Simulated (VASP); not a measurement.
**MgO: single point with PBE**

The system is MgO.

```
Mg O
1.0
     3.61408    0.00000    0.00000
    -1.80704    3.12988    0.00000
     0.00000    0.00000    4.28196
Mg O
2 2
Cartesian
  1.8070 1.0433 3.2115
  0.0000 2.0866 1.0705
  1.8070 1.0433 1.0705
  0.0000 2.0866 3.2115
```

| Item | Value |
| --- | --- |
| Program | VASP 6.6.1 |
| Task | single point |
| Functional | PBE |
| Potentials or basis | VASP PAW PBE potentials, release 64 (Mg, O) |
| Cutoff | 520 eV |
| k mesh | 9 × 9 × 6 |
| Occupations | gaussian, width 0.05 eV |
| Spin | no spin polarisation |
| Dipole correction | no |
| Further INCAR settings | ALGO = Normal; EDIFF = 1e-06; NBANDS = 16 |

The pressure is -7.2 GPa. The band gap on the k mesh is 2.98 eV.

Stress tensor (GPa, compression positive):
```
-7.65  0.00  0.00
 0.00 -7.65  0.00
 0.00  0.00 -6.44
```

Levels at points of the mesh, in eV from the valence-band top:
| k point | band 5 | band 6 | band 7 | band 8 | band 9 | band 10 | band 11 | band 12 |
| --- | --- | --- | --- | --- | --- | --- | --- | --- |
| (0.00, 0.00, 0.00) | -1.55 | -0.66 | -0.66 | 0.00 | 2.98 | 8.77 | 11.62 | 11.85 |
| (0.00, 0.00, 0.50) | -1.12 | -1.12 | -1.12 | -1.12 | 5.98 | 5.98 | 12.20 | 12.20 |

It took 46 s on 1 thread of Intel Xeon 8259CL, on a shared host, peak memory 0.18 GiB.

Caveat: the cell stands under tension.
